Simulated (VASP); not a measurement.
The system is Ge5P.

```
CELL_PARAMETERS angstrom
5.06673 0.00000 0.00000
-2.53336 4.38792 0.00000
0.00000 0.00000 4.99807
ATOMIC_POSITIONS crystal
Ge 0.67136 0.00000 0.00000
Ge 0.00000 0.67136 0.00000
Ge 0.32864 0.32864 0.00000
Ge 0.33333 0.66667 0.50000
Ge 0.66667 0.33333 0.50000
P 0.00000 0.00000 0.50000
```

| Item | Value |
| --- | --- |
| Program | VASP 6.6.1 |
| Task | relaxation of cell and atoms |
| Functional | PBE |
| Potentials or basis | VASP PAW PBE potentials, release 64 (Ge_d, P) |
| Cutoff | 600 eV |
| k mesh | 6 × 6 × 4 |
| Occupations | gaussian, width 0.1 eV |
| Spin | no spin polarisation |

At the start: pressure 0.3 GPa; volume 18.52 Å³/atom.

Question: Where does the relaxation end?

Answer: Over 8 steps the energy falls by 18.6 meV/atom and the volume is 18.53 Å³/atom (+0.1 %); space group P-62m (No. 189, to 0.05 Å).

The path:
```tsv
step	energy change (eV)	largest force (eV/Å)	pressure (GPa)	volume (Å³)
1	0.0000	0.0219	0.31	111.12
2	-0.0832	0.0165	-0.44	111.66
3	-0.0974	0.0405	-0.57	111.84
4	-0.1059	0.0958	-0.44	112.16
5	-0.1082	0.0877	0.15	111.17
6	-0.1082	0.0866	0.20	111.06
7	-0.1100	0.0668	0.22	111.11
8	-0.1118	0.0347	0.20	111.19
```

Final structure:
```cif
data_structure
_symmetry_space_group_name_H-M 'P 1'
_symmetry_Int_Tables_number 1
_cell_length_a 5.1898
_cell_length_b 5.1898
_cell_length_c 4.7670
_cell_angle_alpha 90.000
_cell_angle_beta 90.000
_cell_angle_gamma 120.000
_cell_volume 111.19
loop_
_atom_site_label
_atom_site_type_symbol
_atom_site_fract_x
_atom_site_fract_y
_atom_site_fract_z
_atom_site_occupancy
Ge1 Ge 0.67568 0.00000 0.00000 1
Ge2 Ge 0.00000 0.67568 0.00000 1
Ge3 Ge 0.32432 0.32432 0.00000 1
Ge4 Ge 0.33333 0.66667 0.50000 1
Ge5 Ge 0.66667 0.33333 0.50000 1
P1 P 0.00000 0.00000 0.50000 1
```
